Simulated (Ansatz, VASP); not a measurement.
## Two plane-wave programs on HfN

```
Hf N
1.0
     0.00000    2.16864    2.43972
     2.16864    0.00000    2.43972
     2.16864    2.16864    0.00000
Hf N
1 1
Cartesian
  0.0000 0.0000 0.0000
  2.1686 2.1686 2.4397
```

Change from the starting cell: strain -0.040 along x and y, +0.080 along z, atoms carried along.

Alike in both runs: task single point; functional PBE; k mesh 18 × 18 × 18; occupations gaussian, width 0.15 eV; no spin polarisation.

|  | VASP | Ansatz |
| --- | --- | --- |
| version | VASP 6.6.1 | Ansatz 0.2.0 |
| potentials or method | VASP PAW PBE potentials, release 64 (Hf_pv, N), cutoff 520 eV | scalar-relativistic, plane waves, PAW |
| valence electrons in the cell | 15 | 31 |

VASP gave:

```
gap on the k mesh at the Fermi level (eV)                     : none
pressure (GPa)                                                : 13.3
traceless stress, the component that is largest in VASP (GPa) : -33.16
```

Q: Which values does Ansatz return?

A: gap on the k mesh at the Fermi level (eV): none; pressure (GPa): 15.5; traceless stress, the component that is largest in VASP (GPa): -33.43.

A gap of «none» marks a metal or a gap that the smearing closes. VASP's potentials hold 15 valence electrons a cell and Ansatz's 31, so a difference there can come from the potentials and not from the codes.

Neither program's run includes spin-orbit coupling.
